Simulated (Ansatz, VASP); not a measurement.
## Two plane-wave programs on SiC

The input INCAR:

```
PREC = Accurate ; ENCUT = 520
EDIFF = 1E-7 ; ISMEAR = 0
SIGMA = 0.05 ; LREAL = False
LASPH = True ; NELM = 80
ALGO = Normal ; ISIF = 2
LWAVE = False ; LCHARG = False
GGA = PE ; NBANDS = 11
```

Contents of KPOINTS:

```
regular mesh
0
Gamma
  14 14 14
```

Contents of POSCAR:

```
SiC
1.0
    0.0000000000      2.2043534331      2.2043534331
    2.2043534331      0.0000000000      2.2043534331
    2.2043534331      2.2043534331      0.0000000000
Si C
1 1
Direct
    0.0000000000      0.0000000000      0.0000000000
    0.7500000000      0.7500000000      0.7500000000
```

Input for Ansatz:

```yaml
crystal:
  lattice:
    - [0.0, 2.2043534331, 2.2043534331]
    - [2.2043534331, 0.0, 2.2043534331]
    - [2.2043534331, 2.2043534331, 0.0]
  atoms:
    - { symbol: Si, position: [0.0, 0.0, 0.0] }
    - { symbol: C, position: [0.75, 0.75, 0.75] }
basis:
  ecutwfc: 420
  ecutrho_ratio: 4
kpoints:
  mp_grid: { grid: [14, 14, 14] }
hamiltonian:
  xc: pbe
scf:
  occupations: { method: gaussian, width: 0.05 }
output:
  forces: true
  stress: true
  eigenvalues: true
```

Alike in both runs: task single point; functional PBE; k mesh 14 × 14 × 14; occupations gaussian, width 0.05 eV; no spin polarisation.

|  | VASP | Ansatz |
| --- | --- | --- |
| version | VASP 6.6.1 | Ansatz 0.2.0 |
| potentials or method | VASP PAW PBE potentials, release 64 (Si, C), cutoff 520 eV | scalar-relativistic, plane waves, PAW |
| valence electrons in the cell | 8 | 8 |

|  | VASP | Ansatz | Ansatz less VASP |
| --- | --- | --- | --- |
| gap on the k mesh at the Fermi level (eV) | 1.39 | 1.39 | +0.002 |
| least direct gap on the mesh (eV) | 4.51 | 4.51 | +0.003 |
| pressure (GPa) | -4.1 | -4.0 | +0.04 |
